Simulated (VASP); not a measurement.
# Ti2C (Fd-3m) in VASP: electric field gradients with PBEsol

Aim: the electric field gradients of Ti2C with PBEsol.

All numbers are computed with VASP 6.6.1; they aren't measurements. Logs are shortened: lines on timing, memory, paths and dates and some standing lists are left out, and cuts for length are marked.

### Step 1. The cell of the first run

Symmetry: Fd-3m, No. 227, cubic system. The conventional cell has a = 8.546 Å, b = 8.546 Å, c = 8.546 Å, α = 90.00°, β = 90.00°, γ = 90.00°. Within 2.9 Å of Ti (site symmetry 3m) lie 3 C at 2.09 Å and 3 Ti at 2.89 Å. Within 2.8 Å of C (site symmetry -3m) lie 6 Ti at 2.09 Å.

### Step 2. Electric field gradients, PBEsol

Contents of INCAR:

```
SYSTEM = Ti2C
PREC = Accurate
ENCUT = 520
EDIFF = 1E-8
ISMEAR = -1
SIGMA = 0.15
LREAL = .False.
LASPH = .True.
NELM = 100
ALGO = Normal
ISIF = 2
LWAVE = .False.
LCHARG = .False.
GGA = PS
LEFG = .True.
NBANDS = 68
```

Contents of KPOINTS:

```
Automatic mesh
0
Gamma
  8 8 8
  0 0 0
```

Contents of POSCAR:

```
Ti2C
1.0
    0.0000000000      4.2731523075      4.2731523075
    4.2731523075      0.0000000000      4.2731523075
    4.2731523075      4.2731523075      0.0000000000
Ti C
8 4
Direct
    0.8584716402      0.3805094533      0.3805094533
    0.3805094533      0.3805094533      0.3805094533
    0.3805094533      0.3805094533      0.8584716402
    0.8694905467      0.3915283598      0.8694905467
    0.8694905467      0.8694905467      0.8694905467
    0.3915283598      0.8694905467      0.8694905467
    0.8694905467      0.8694905467      0.3915283598
    0.3805094533      0.8584716402      0.3805094533
    0.6250000000      0.6250000000      0.6250000000
    0.1250000000      0.6250000000      0.6250000000
    0.6250000000      0.6250000000      0.1250000000
    0.6250000000      0.1250000000      0.6250000000
```

Potentials or basis: VASP PAW PBE potentials, release 64 (Ti_sv, C).

Command:

```sh
$ cat potpaw_PBE.64/Ti_sv/POTCAR potpaw_PBE.64/C/POTCAR > POTCAR
$ mpirun -np 1 vasp_std > vasp.out
```

OUTCAR:

```text
SYSTEM = Ti2C
   PREC = Accurate
   ENCUT = 520
   EDIFF = 1E-8
   ISMEAR = -1
   LREAL = .False.
   LASPH = .True.
   NELM = 100
   ISIF = 2
   GGA = PS

 ion  position               nearest neighbor table
   1  0.858  0.381  0.381-   9 2.09  11 2.09  12 2.09   2 2.89   3 2.89   8 2.89
   2  0.381  0.381  0.381-  10 2.09  12 2.09  11 2.09   1 2.89   3 2.89   8 2.89
   3  0.381  0.381  0.858-   9 2.09  10 2.09  12 2.09   1 2.89   2 2.89   8 2.89
   4  0.869  0.392  0.869-   9 2.09  10 2.09  11 2.09   5 2.89   6 2.89   7 2.89
   5  0.869  0.869  0.869-  10 2.09  12 2.09  11 2.09   4 2.89   6 2.89   7 2.89
   6  0.392  0.869  0.869-   9 2.09  11 2.09  12 2.09   4 2.89   5 2.89   7 2.89
   7  0.869  0.869  0.392-   9 2.09  10 2.09  12 2.09   4 2.89   5 2.89   6 2.89
   8  0.381  0.858  0.381-   9 2.09  10 2.09  11 2.09   1 2.89   2 2.89   3 2.89
   9  0.625  0.625  0.625-   3 2.09   7 2.09   4 2.09   6 2.09   1 2.09   8 2.09
  10  0.125  0.625  0.625-   2 2.09   5 2.09   4 2.09   3 2.09   7 2.09   8 2.09
  11  0.625  0.625  0.125-   2 2.09   5 2.09   4 2.09   1 2.09   6 2.09   8 2.09
  12  0.625  0.125  0.625-   2 2.09   5 2.09   3 2.09   1 2.09   6 2.09   7 2.09

  LATTYP: Found a face centered cubic cell.
 ALAT       =     8.5463046150

  Lattice vectors:

 A1 = (   0.0000000000,   4.2731523075,   4.2731523075)
 A2 = (   4.2731523075,   0.0000000000,   4.2731523075)
 A3 = (   4.2731523075,   4.2731523075,   0.0000000000)

Analysis of symmetry for initial positions (statically):
=====================================================================
 Subroutine PRICEL returns:
 Original cell was already a primitive cell.

 Routine SETGRP: Setting up the symmetry group for a
 face centered cubic supercell.

 Subroutine GETGRP returns: Found 48 space group operations
 (whereof 24 operations were pure point group operations)
 out of a pool of 48 trial point group operations.

The static configuration has the point symmetry T_d .
 The point group associated with its full space group is O_h .

Analysis of symmetry for dynamics (positions and initial velocities):
=====================================================================
 Subroutine PRICEL returns:
 Original cell was already a primitive cell.

 Routine SETGRP: Setting up the symmetry group for a
 face centered cubic supercell.

 Subroutine GETGRP returns: Found 48 space group operations
 (whereof 24 operations were pure point group operations)
 out of a pool of 48 trial point group operations.

The dynamic configuration has the point symmetry T_d .
 The point group associated with its full space group is O_h .

 Subroutine INISYM returns: Found 48 space group operations
 (whereof 24 operations are pure point group operations),
 and found     1 'primitive' translations

----------------------------------------------------------------------------------------

                                     Primitive cell

  volume of cell :     156.0541

  direct lattice vectors                    reciprocal lattice vectors
     0.000000000  4.273152308  4.273152308    -0.117009637  0.117009637  0.117009637
     4.273152308  0.000000000  4.273152308     0.117009637 -0.117009637  0.117009637
     4.273152308  4.273152308  0.000000000     0.117009637  0.117009637 -0.117009637

  length of vectors
     6.043149947  6.043149947  6.043149947     0.202666636  0.202666636  0.202666636

  position of ions in fractional coordinates (direct lattice)
     0.858471640  0.380509453  0.380509453
     0.380509453  0.380509453  0.380509453
     0.380509453  0.380509453  0.858471640
     0.869490547  0.391528360  0.869490547
     0.869490547  0.869490547  0.869490547
     0.391528360  0.869490547  0.869490547
     0.869490547  0.869490547  0.391528360
     0.380509453  0.858471640  0.380509453
     0.625000000  0.625000000  0.625000000
     0.125000000  0.625000000  0.625000000
     0.625000000  0.625000000  0.125000000
     0.625000000  0.125000000  0.625000000

  ion indices of the primitive-cell ions
   primitive index   ion index
[... 104 lines left out ...]
     AMIX_MAG =   1.60;   BMIX_MAG =  1.00
  volume/ion in A,a.u.               =      13.00        87.76
  Fermi-wavevector in a.u.,A,eV,Ry     =   1.465736  2.769840 29.230518  2.148382
  Thomas-Fermi vector in A             =   2.581557
   LORBIT       =      0    0 simple, 1 ext, 2 COOP (PROOUT), +10 PAW based schemes
   GGA     = PS    functional components
   LHFCALC =     F    Hartree Fock is set to
   AEXX    =    0.0000 exact exchange contribution
   IVDW    =     0    specifies the selected vdW correction
   LEPSILON=     F    determine dielectric tensor
   LRPA    =     F    only Hartree local field effects (RPA)
 non-spin polarized calculation
  energy-cutoff  :      520.00
  volume of cell :      156.05
 maximum number of plane-waves:      4279
 NGX is ok and might be reduce to    48
   NGX = 23   NGY = 23   NGZ = 23

 number of electron     111.9999988 magnetization

 Free energy of the ion-electron system (eV)
  ---------------------------------------------------
  ext. energy  EPLUGINS =         0.00000000
  ---------------------------------------------------
  free energy    TOTEN  =      -114.02672523 eV

  energy without entropy =     -113.53895816  energy(sigma->0) =     -113.78284169

 E-fermi :   8.3451     XC(G=0): -12.0229

 val. band max:        8.3390664032   @ k =   0.5000   0.3750   0.0000
 cond. band min:       8.3637893300   @ k =   0.2500   0.0000   0.0000
 fundamental gap:      0.0247229267
 Fermi energy:         8.3450707944

 k-point     1 :       0.0000    0.0000    0.0000
  band No.  band energies     occupation
      1     -48.0858      2.00000
      2     -48.0012      2.00000
      3     -47.9917      2.00000
      4     -47.9917      2.00000
      5     -47.9917      2.00000
      6     -47.9639      2.00000
[... 1693 lines left out ...]
     67      10.6656      0.00000
     68      10.7884      0.00000

 [... further k-points ...]
[... 5 lines left out ...]
  --------------------------------------------------------------------------------------
  -------------------------------------------------------------------------------------
  Total        0.1450507      0.1450507      0.1450507      0.0000000      0.0000000     -0.0000000
  in kB        1.4892077      1.4892077      1.4892077      0.0000000      0.0000000     -0.0000000
  external PRESSURE =       1.4892077 kB  Pullay stress =       0.0000000 kB

 VOLUME and BASIS-vectors are now :
 -----------------------------------------------------------------------------
  energy-cutoff  :      520.00
  volume of cell :      156.05
      direct lattice vectors                 reciprocal lattice vectors
     0.000000000  4.273152308  4.273152308    -0.117009637  0.117009637  0.117009637
     4.273152308  0.000000000  4.273152308     0.117009637 -0.117009637  0.117009637
     4.273152308  4.273152308  0.000000000     0.117009637  0.117009637 -0.117009637

 POSITION                                       TOTAL-FORCE (eV/Angst)
 -----------------------------------------------------------------------------------
      3.25195      5.29435      5.29435        -0.015577      0.015577      0.015577
      3.25195      3.25195      3.25195        -0.015577     -0.015577     -0.015577
      5.29435      5.29435      3.25195         0.015577      0.015577     -0.015577
      5.38853      7.43093      5.38853        -0.015577      0.015577     -0.015577
      7.43093      7.43093      7.43093         0.015577      0.015577      0.015577
      7.43093      5.38853      5.38853         0.015577     -0.015577     -0.015577
      5.38853      5.38853      7.43093        -0.015577     -0.015577      0.015577
      5.29435      3.25195      5.29435         0.015577     -0.015577      0.015577
      5.34144      5.34144      5.34144         0.000000      0.000000      0.000000
      5.34144      3.20486      3.20486         0.000000      0.000000      0.000000
      3.20486      3.20486      5.34144         0.000000      0.000000      0.000000
      3.20486      5.34144      3.20486         0.000000      0.000000      0.000000
 -----------------------------------------------------------------------------------
    total drift:                                0.000000      0.000000      0.000000

  FREE ENERGIE OF THE ION-ELECTRON SYSTEM (eV)
  ---------------------------------------------------
  free  energy   TOTEN  =      -114.0267252255 eV

  energy  without entropy=     -113.5389581609  energy(sigma->0) =     -113.78284169

 Electric field gradients (V/A^2)
---------------------------------------------------------------------
 ion       V_xx      V_yy      V_zz      V_xy      V_xz      V_yz
---------------------------------------------------------------------
   1      -0.000     0.000     0.000    -0.273    -0.273     0.272
   2       0.000     0.000    -0.000     0.272     0.272     0.272
   3       0.000     0.000    -0.000     0.272    -0.273    -0.273
   4       0.000    -0.000     0.000    -0.273     0.272    -0.273
   5      -0.000     0.000    -0.000     0.272     0.272     0.272
   6      -0.000     0.000     0.000    -0.273    -0.273     0.272
   7       0.000     0.000    -0.000     0.272    -0.273    -0.273
   8       0.000    -0.000     0.000    -0.273     0.272    -0.273
   9      -0.000    -0.000    -0.000    -2.305    -2.305    -2.305
  10      -0.000     0.000     0.000     2.304     2.304    -2.305
  11       0.000     0.000    -0.000    -2.305     2.304     2.304
  12       0.000    -0.000     0.000     2.304    -2.305     2.304
---------------------------------------------------------------------

 Electric field gradients after diagonalization (V/A^2)
 (convention: |V_zz| > |V_xx| > |V_yy|)
----------------------------------------------------------------------
 ion       V_xx      V_yy      V_zz     asymmetry (V_yy - V_xx)/ V_zz
----------------------------------------------------------------------
   1      -0.273    -0.272     0.545       0.002
   2      -0.272    -0.272     0.544       0.000
   3      -0.273    -0.272     0.545       0.002
   4      -0.273    -0.272     0.545       0.002
   5      -0.272    -0.272     0.544       0.000
   6      -0.273    -0.272     0.545       0.002
   7      -0.273    -0.272     0.545       0.002
   8      -0.273    -0.272     0.545       0.002
   9       2.305     2.305    -4.609       0.000
  10       2.305     2.304    -4.609       0.000
  11       2.305     2.304    -4.609       0.000
  12       2.305     2.304    -4.609       0.000
----------------------------------------------------------------------

           NMR quadrupolar parameters

 Cq : quadrupolar parameter    Cq=e*Q*V_zz/h
 eta: asymmetry parameters     (V_yy - V_xx)/ V_zz
 Q  : nuclear electric quadrupole moment in mb (millibarn)
----------------------------------------------------------------------
 ion       Cq(MHz)       eta       Q (mb)
----------------------------------------------------------------------
   1       0.001       0.002       1.000
   2       0.001       0.000       1.000
   3       0.001       0.002       1.000
   4       0.001       0.002       1.000
   5       0.001       0.000       1.000
   6       0.001       0.002       1.000
   7       0.001       0.002       1.000
   8       0.001       0.002       1.000
   9      -0.011       0.000       1.000
  10      -0.011       0.000       1.000
  11      -0.011       0.000       1.000
  12      -0.011       0.000       1.000
----------------------------------------------------------------------
```

Wall time 9.4 min (1 thread of Intel Xeon Platinum 8259CL at 2.50GHz (Skylake/Cascade Lake), shared host); peak memory 0.44 GiB.

Results:

| Item | Value |
| --- | --- |
| Free energy | -114.0267 eV |
| Pressure | 0.1 GPa |
| Largest force | 0.027 eV/Å |
| Band gap on the k mesh | zero (bands 56 and 57 overlap by 0.43 eV) |
| Largest electric field gradient by atom | Ti +0.5; C -4.6 V/Å² |

Forces in eV/Å, atoms in the order of the input:
```
Ti  -0.016  0.016  0.016
Ti  -0.016 -0.016 -0.016
Ti   0.016  0.016 -0.016
Ti  -0.016  0.016 -0.016
Ti   0.016  0.016  0.016
Ti   0.016 -0.016 -0.016
Ti  -0.016 -0.016  0.016
Ti   0.016 -0.016  0.016
C    0.000  0.000  0.000
C    0.000  0.000  0.000
C    0.000  0.000  0.000
C    0.000  0.000  0.000
```

Electric field gradients, principal values (V/Å²):
```tsv
atom	least	middle	greatest (by size)
1 Ti	-0.272	-0.273	0.545
2 Ti	-0.272	-0.272	0.544
3 Ti	-0.272	-0.273	0.545
4 Ti	-0.272	-0.273	0.545
5 Ti	-0.272	-0.272	0.544
6 Ti	-0.272	-0.273	0.545
7 Ti	-0.272	-0.273	0.545
8 Ti	-0.272	-0.273	0.545
9 C	2.305	2.305	-4.609
10 C	2.304	2.305	-4.609
11 C	2.304	2.305	-4.609
12 C	2.304	2.305	-4.609
```

Caveat: without QUAD_EFG the Cq values of the log hold for a quadrupole moment of 1 mb, not for the nuclei; the PAW data sets were made with another functional, which shifts forces and pressure a little.

The gap in the log of VASP goes by the Fermi energy; the results here count the filled bands.